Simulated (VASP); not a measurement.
A run of VASP 6.6.1 is set up as follows.

Contents of INCAR:

```
SYSTEM = WC
ALGO = Normal
EDIFF = 1E-6
EDIFFG = -0.01
ENCUT = 600
GGA = PE
IBRION = 2
ISIF = 4
ISMEAR = 0
LASPH = .True.
LCHARG = .False.
LREAL = .False.
LWAVE = .False.
NELM = 80
NSW = 50
PREC = Accurate
SIGMA = 0.1
```

KPOINTS

```
k-points
0
Gamma
  18 18 14
  0 0 0
```

POSCAR

```
WC
1.0
    2.9815575235      0.0000000000      0.0000000000
   -1.4907787618      2.5821045582      0.0000000000
    0.0000000000      0.0000000000      2.8978769492
W C
1 1
Direct
    0.0000000000      0.0000000000      0.0000000000
    0.6666666667      0.3333333333      0.5000000000
```

Potentials or basis: VASP PAW PBE potentials, release 64 (W_sv, C).

Command:

```console
$ cat potpaw_PBE.64/W_sv/POTCAR potpaw_PBE.64/C/POTCAR > POTCAR
$ mpirun -np 1 vasp_std > vasp.out
```

(1) Predict the band gap on the k mesh.

Answers

(1) zero (band 9 reaches 10.72 eV, above the bottom of band 10 at 9.57 eV).

Caveat: spin-orbit coupling is left out, which moves the levels of the heavy elements.
